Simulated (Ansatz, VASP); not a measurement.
# One calculation of H6C3O, two programs

```
O C H
1.0
     7.66309    0.00000    0.00000
     0.00000    7.66309    0.00000
     0.00000    0.00000    7.66309
O C H
3 9 18
Direct
  0.15766 0.06902 0.47006
  0.66532 0.00380 0.53206
  0.85123 0.40328 0.44781
  0.27207 0.13778 0.40578
  0.75550 0.95203 0.42630
  0.87677 0.42812 0.30382
  0.18891 0.31547 0.88361
  0.34048 0.18779 0.90494
  0.43967 0.68034 0.22249
  0.31959 0.64360 0.37712
  0.93244 0.80879 0.91341
  0.78233 0.68877 0.86026
  0.23583 0.44785 0.85466
  0.10160 0.27671 0.77674
  0.10893 0.32338 0.00232
  0.29358 0.05425 0.92831
  0.42359 0.18423 0.78809
  0.42433 0.22411 0.01555
  0.39804 0.60841 0.10574
  0.44190 0.81952 0.18816
  0.57477 0.64141 0.25018
  0.36254 0.71214 0.49558
  0.18514 0.68530 0.34982
  0.31655 0.50368 0.40782
  0.92016 0.85070 0.05004
  0.05912 0.74292 0.89973
  0.93646 0.92728 0.83269
  0.79659 0.64235 0.72521
  0.77634 0.57286 0.94436
  0.65597 0.75603 0.86993
```

Alike in both runs: functional PBE; k mesh 1 × 1 × 1; occupations fermi-dirac, width 0.05 eV; no spin polarisation.

Ansatz relaxed the structure, and its values are those at the end. VASP's run is a single point on that final structure, the one shown.

|  | VASP | Ansatz |
| --- | --- | --- |
| version | VASP 6.6.1 | Ansatz 0.2.0 |
| potentials or method | VASP PAW PBE potentials, release 64 (O_h, C_h, H_h), cutoff 1000 eV | scalar-relativistic, plane waves, PAW |
| valence electrons in the cell | 72 | 72 |

```tsv
	VASP	Ansatz	Ansatz less VASP
rms of the force components (eV/Å)	0.027	0.036	+0.0088
```

The functional is the same, so the differences come from potentials, cutoffs and numerics.
